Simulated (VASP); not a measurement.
Set up this calculation in VASP 6.6.1, as the native input.

```yaml
Task: single point
Functional: LDA
Potentials_or_basis: VASP PAW LDA potentials, release 64 (Sn_d, O)
Cutoff: 520 eV
k_mesh: 8 × 8 × 8
Occupations: fermi-dirac, width 0.02 eV
Spin: no spin polarisation
Dipole_correction: no
Further_INCAR_settings: ALGO = Normal; EDIFF = 1e-06; NBANDS = 35
```

The structure of SnO2 lies in POSCAR:

```
SnO2
1.0
   -2.0000700000      2.0000700000      5.1236800000
    2.0000700000     -2.0000700000      5.1236800000
    2.0000700000      2.0000700000     -5.1236800000
Sn O
2 4
Direct
    0.7500000000      0.2500000000      0.5000000000
    0.0000000000      0.0000000000      0.0000000000
    0.7965200000      0.7965200000      0.0000000000
    0.9534800000      0.4534800000      0.5000000000
    0.2034800000      0.2034800000      0.0000000000
    0.5465200000      0.0465200000      0.5000000000
```

The input as run:

INCAR

```
PREC = Accurate ; ENCUT = 520
EDIFF = 1E-6 ; ISMEAR = -1
SIGMA = 0.02 ; LREAL = F
LASPH = T ; NELM = 80
ALGO = Normal ; ISIF = 2
LWAVE = F ; LCHARG = F
NBANDS = 35
```

KPOINTS

```
regular mesh
0
Gamma
  8 8 8
```

Potentials or basis: VASP PAW LDA potentials, release 64 (Sn_d, O).

The run is started by

```sh
$ cat potpaw_LDA.64/Sn_d/POTCAR potpaw_LDA.64/O/POTCAR > POTCAR
$ mpirun -np 1 vasp_std > vasp.out
```

It gave:

```
Pressure               : -3.0 GPa
Largest force          : 0.158 eV/Å
Band gap on the k mesh : 1.52 eV, indirect (least direct gap 1.91 eV)
```

Caveat: spin-orbit coupling is left out, which moves the levels of the heavy elements.

It took 4 min on 1 thread of AMD EPYC 9R14 (Zen 4), on a shared host, peak memory 0.3 GiB.
